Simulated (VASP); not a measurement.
# SiNi (Pmmn) in VASP: notebook

The runs below take SiNi through single point, with LDA.

Everything below comes from runs of VASP 6.6.1. Logs are shortened: lines on timing, memory, paths and dates and some standing lists are left out, and cuts for length are marked.

**1. The cell of the first run**

It takes space group Pmmn (No. 59, orthorhombic). Conventional cell: a = 2.996 Å, b = 3.241 Å, c = 4.698 Å, α = 90.00°, β = 90.00°, γ = 90.00°. Within 3.1 Å of Si (site symmetry mm2) lie 6 Ni at 2.34 to 2.37 Å and 6 Si at 2.66 to 3.00 Å. Within 3.1 Å of Ni (site symmetry mm2) lie 6 Si at 2.34 to 2.37 Å and 6 Ni at 2.65 to 3.00 Å.

**2. Single point, LDA, collinear spin, ferromagnetic start (equal xx and yy strain of -1 %)**

Contents of INCAR:

```
ALGO     = Normal         # electronic algorithm
EDIFF    = 1E-7           # SCF threshold, eV
ENCUT    = 520            # plane-wave cutoff, eV
ISIF     = 2              # what is computed and relaxed
ISMEAR   = -1             # smearing method
ISPIN    = 2              # spin polarisation
LASPH    = True           # aspherical terms in the spheres
LCHARG   = False          # write CHGCAR
LMAXMIX  = 4              # l up to which the mixer works
LORBIT   = 11             # projections on sites
LREAL    = False          # projectors in reciprocal space
LWAVE    = False          # write WAVECAR
MAGMOM   = 0 0 1.5 1.5    # initial moments
NBANDS   = 26             # bands
NELM     = 150            # most SCF steps
PREC     = Accurate       # precision mode
SIGMA    = 0.05           # smearing width, eV
```

Contents of KPOINTS:

```
k-points
0
Gamma
  11 10 7
```

Contents of POSCAR:

```
SiNi
1.0
    2.9963538000      0.0000000000      0.0000000000
    0.0000000000      3.2407650000      0.0000000000
    0.0000000000      0.0000000000      4.6977600000
Si Ni
2 2
Direct
    0.5000000000      0.5000000000      0.8423000000
    0.0000000000      0.0000000000      0.1577000000
    0.5000000000      0.5000000000      0.3442200000
    0.0000000000      0.0000000000      0.6557800000
```

Potentials or basis: VASP PAW LDA potentials, release 64 (Si, Ni).

Run with:

```bash
$ cat potpaw_LDA.64/Si/POTCAR potpaw_LDA.64/Ni/POTCAR > POTCAR
$ mpirun -np 1 vasp_std > vasp.out
```

OUTCAR:

```text
EDIFF = 1E-7
   ENCUT = 520
   ISIF = 2
   ISMEAR = -1
   ISPIN = 2
   LASPH = True
   LORBIT = 11
   LREAL = False
   NELM = 150
   PREC = Accurate

 ion  position               nearest neighbor table
   1  0.500  0.500  0.842-   3 2.34   3 2.36   4 2.37   4 2.37   4 2.37   4 2.37   2 2.66   2 2.66
                             2 2.66   2 2.66
   2  0.000  0.000  0.158-   4 2.34   4 2.36   3 2.37   3 2.37   3 2.37   3 2.37   1 2.66   1 2.66
                             1 2.66   1 2.66
   3  0.500  0.500  0.344-   1 2.34   1 2.36   2 2.37   2 2.37   2 2.37   2 2.37   4 2.65   4 2.65
                             4 2.65   4 2.65
   4  0.000  0.000  0.656-   2 2.34   2 2.36   1 2.37   1 2.37   1 2.37   1 2.37   3 2.65   3 2.65
                             3 2.65   3 2.65

  LATTYP: Found a simple orthorhombic cell.
 ALAT       =     2.9963538000
 B/A-ratio  =     1.0815695396
 C/A-ratio  =     1.5678255352

  Lattice vectors:

 A1 = (   2.9963538000,   0.0000000000,   0.0000000000)
 A2 = (   0.0000000000,   3.2407650000,   0.0000000000)
 A3 = (   0.0000000000,   0.0000000000,   4.6977600000)

Analysis of symmetry for initial positions (statically):
=====================================================================
 Subroutine PRICEL returns:
 Original cell was already a primitive cell.

 Routine SETGRP: Setting up the symmetry group for a
 simple orthorhombic supercell.

 Subroutine GETGRP returns: Found  8 space group operations
 (whereof  4 operations were pure point group operations)
 out of a pool of  8 trial point group operations.

The static configuration has the point symmetry C_2v.
 The point group associated with its full space group is D_2h.

Analysis of symmetry for dynamics (positions and initial velocities):
=====================================================================
 Subroutine PRICEL returns:
 Original cell was already a primitive cell.

 Routine SETGRP: Setting up the symmetry group for a
 simple orthorhombic supercell.

 Subroutine GETGRP returns: Found  8 space group operations
 (whereof  4 operations were pure point group operations)
 out of a pool of  8 trial point group operations.

The dynamic configuration has the point symmetry C_2v.
 The point group associated with its full space group is D_2h.

Analysis of structural, dynamic, and magnetic symmetry:
=====================================================================
 Subroutine PRICEL returns:
 Original cell was already a primitive cell.

 Routine SETGRP: Setting up the symmetry group for a
 simple orthorhombic supercell.

 Subroutine GETGRP returns: Found  8 space group operations
 (whereof  4 operations were pure point group operations)
[... 138 lines left out ...]
 spin polarized calculation
  energy-cutoff  :      520.00
  volume of cell :       45.62
 maximum number of plane-waves:      1250
 NGX is ok and might be reduce to    24
   NGX = 11   NGY = 13   NGZ = 17

 number of electron      27.9999993 magnetization      -0.0001808

 number of electron      27.9999993 magnetization       0.0000187

 Free energy of the ion-electron system (eV)
  ---------------------------------------------------
  ext. energy  EPLUGINS =         0.00000000
  ---------------------------------------------------
  free energy    TOTEN  =       -27.28185552 eV

  energy without entropy =      -27.27121487  energy(sigma->0) =      -27.27653519

 E-fermi :  11.4051     XC(G=0): -12.7575

 val. band max:       11.4038721391   @ k =   0.1818   0.1000   0.2857
 cond. band min:      11.4081940268   @ k =   0.0909   0.1000   0.2857
 fundamental gap:      0.0043218877
 Fermi energy:        11.4050663908

 spin component 1

 k-point     1 :       0.0000    0.0000    0.0000
  band No.  band energies     occupation
      1      -2.5226      1.00000
      2       3.2179      1.00000
      3       4.8519      1.00000
      4       7.1896      1.00000
      5       7.8072      1.00000
      6       8.3650      1.00000
[... 685 lines left out ...]
     25      27.2691      0.00000
     26      27.9289      0.00000

 [... further k-points ...]

 spin component 2

 k-point     1 :       0.0000    0.0000    0.0000
  band No.  band energies     occupation
      1      -2.5226      1.00000
      2       3.2179      1.00000
      3       4.8519      1.00000
      4       7.1896      1.00000
      5       7.8072      1.00000
      6       8.3650      1.00000
[... 685 lines left out ...]
     25      27.2691      0.00000
     26      27.9289      0.00000

 [... further k-points ...]

------------------------ aborting loop because EDIFF is reached ----------------------------------------

  FORCE on cell =-STRESS in cart. coord.  units (eV):
  Direction    XX          YY          ZZ          XY          YZ          ZX
  --------------------------------------------------------------------------------------
  -------------------------------------------------------------------------------------
  Total       -1.5785239     -1.6242535     -2.2637106      0.0000000      0.0000000      0.0000000
  in kB      -55.4409033    -57.0470160    -79.5060213      0.0000000      0.0000000      0.0000000
  external PRESSURE =     -63.9979802 kB  Pullay stress =       0.0000000 kB

 VOLUME and BASIS-vectors are now :
 -----------------------------------------------------------------------------
  energy-cutoff  :      520.00
  volume of cell :       45.62
      direct lattice vectors                 reciprocal lattice vectors
     2.996353800  0.000000000  0.000000000     0.333738960  0.000000000  0.000000000
     0.000000000  3.240765000  0.000000000     0.000000000  0.308569119  0.000000000
     0.000000000  0.000000000  4.697760000     0.000000000  0.000000000  0.212867409

 POSITION                                       TOTAL-FORCE (eV/Angst)
 -----------------------------------------------------------------------------------
      1.49818      1.62038      3.95692         0.000000      0.000000     -0.144012
      0.00000      0.00000      0.74084         0.000000      0.000000      0.144012
      1.49818      1.62038      1.61706         0.000000      0.000000     -0.151166
      0.00000      0.00000      3.08070         0.000000      0.000000      0.151166
 -----------------------------------------------------------------------------------
    total drift:                                0.000000      0.000000     -0.000000

  FREE ENERGIE OF THE ION-ELECTRON SYSTEM (eV)
  ---------------------------------------------------
  free  energy   TOTEN  =       -27.2818555151 eV

  energy  without entropy=      -27.2712148674  energy(sigma->0) =      -27.27653519

 total charge

# of ion       s       p       d       tot
------------------------------------------
    1        0.755   0.867   0.000   1.623
    2        0.755   0.867   0.000   1.623
    3        0.485   0.618   8.491   9.593
    4        0.485   0.618   8.491   9.593
--------------------------------------------------
tot          2.481   2.970  16.982  22.432

 magnetization (x)

# of ion       s       p       d       tot
------------------------------------------
    1        0.000   0.000   0.000   0.000
    2        0.000   0.000   0.000   0.000
    3        0.000   0.000  -0.000  -0.000
    4        0.000   0.000  -0.000  -0.000
--------------------------------------------------
tot          0.000   0.000  -0.000  -0.000
```

stdout:

```text
POSCAR found type information on POSCAR SiNi
 POSCAR found :  2 types and       4 ions
 scaLAPACK will be used
 LDA part: xc-table for (Slater(with rela. corr.)+CA(PZ))
 , standard interpolation
 POSCAR, INCAR and KPOINTS ok, starting setup
 FFT: planning ... GRIDC
 FFT: planning ... GRID_SOFT
 FFT: planning ... GRID
 WAVECAR not read
 entering main loop
```

Wall time 1.9 min (1 thread of Intel Xeon 6975P-C (Granite Rapids), shared host); peak memory 0.33 GiB.

What came out:

```yaml
Free_energy: -27.2819 eV
Pressure: -6.4 GPa
Largest_force: 0.151 eV/Å
Band_gap_on_the_k_mesh: zero (filled and empty bands overlap)
Net_moment: 0.00 μB per cell
Valence_electrons_inside_the_program's_atomic_spheres: Si 1.62; Ni 9.59
```

Forces on the atoms (eV/Å):
```
Si   0.000  0.000 -0.144
Si   0.000  0.000  0.144
Ni   0.000  0.000 -0.151
Ni   0.000  0.000  0.151
```

Caveat: the cell differs from its parent crystal (equal xx and yy strain of -1 %); the cell stands under tension; the moments typed at the start vanished in this run.

**3. Single point, LDA, collinear spin, ferromagnetic start (zz strain of +3 %)**

Contents of INCAR:

```
ALGO = Normal
EDIFF = 1E-6
ENCUT = 520
ISIF = 2
ISMEAR = -1
ISPIN = 2
LASPH = True
LCHARG = False
LMAXMIX = 4
LORBIT = 11
LREAL = False
LWAVE = False
MAGMOM = 0 0 1.5 1.5
NBANDS = 26
NELM = 150
PREC = Accurate
SIGMA = 0.05
```

KPOINTS is that of step 2.

Contents of POSCAR:

```
SiNi
1.0
    3.0266200000      0.0000000000      0.0000000000
    0.0000000000      3.2735000000      0.0000000000
    0.0000000000      0.0000000000      4.8386928000
Si Ni
2 2
Direct
    0.5000000000      0.5000000000      0.8423000000
    0.0000000000      0.0000000000      0.1577000000
    0.5000000000      0.5000000000      0.3442200000
    0.0000000000      0.0000000000      0.6557800000
```

Potentials or basis: VASP PAW LDA potentials, release 64 (Si, Ni).

Run with:

```bash
$ cat potpaw_LDA.64/Si/POTCAR potpaw_LDA.64/Ni/POTCAR > POTCAR
$ mpirun -np 1 vasp_std > vasp.out
```

It took 1.8 min on 1 thread of Intel Xeon 6975P-C (Granite Rapids), shared host; peak memory 0.34 GiB.

The run converged. Its results:

```
Free energy                                           : -27.1043 eV
Pressure                                              : -14.9 GPa
Largest force                                         : 0.315 eV/Å
Band gap on the k mesh                                : zero (filled and empty bands overlap)
Net moment                                            : 0.00 μB per cell
Valence electrons inside the program's atomic spheres : Si 1.59; Ni 9.48
```

Forces in eV/Å, atoms in the order of the input:
```
Si   0.000  0.000 -0.275
Si   0.000  0.000  0.275
Ni   0.000  0.000 -0.315
Ni   0.000  0.000  0.315
```

Stress tensor (GPa, compression positive):
```
-12.03   0.00   0.00
  0.00 -12.59   0.00
  0.00   0.00 -20.08
```

Levels at points of the mesh, in eV from the Fermi level:
Spin up:
```
           k point  band 12  band 13  band 14  band 15  band 16  band 17
(0.00, 0.00, 0.00)    -1.90    -1.79    -0.79     1.02     2.92     5.18
(0.00, 0.50, 0.00)    -2.09    -1.92    -1.92     1.04     1.04     4.71
```
Spin down:
| k point | band 12 | band 13 | band 14 | band 15 | band 16 | band 17 |
| --- | --- | --- | --- | --- | --- | --- |
| (0.00, 0.00, 0.00) | -1.90 | -1.79 | -0.79 | 1.02 | 2.92 | 5.18 |
| (0.00, 0.50, 0.00) | -2.09 | -1.92 | -1.92 | 1.04 | 1.04 | 4.71 |

Caveat: the cell differs from its parent crystal (zz strain of +3 %); the stress differs along the axes, from -20 to -12 GPa; the moments typed at the start vanished in this run.
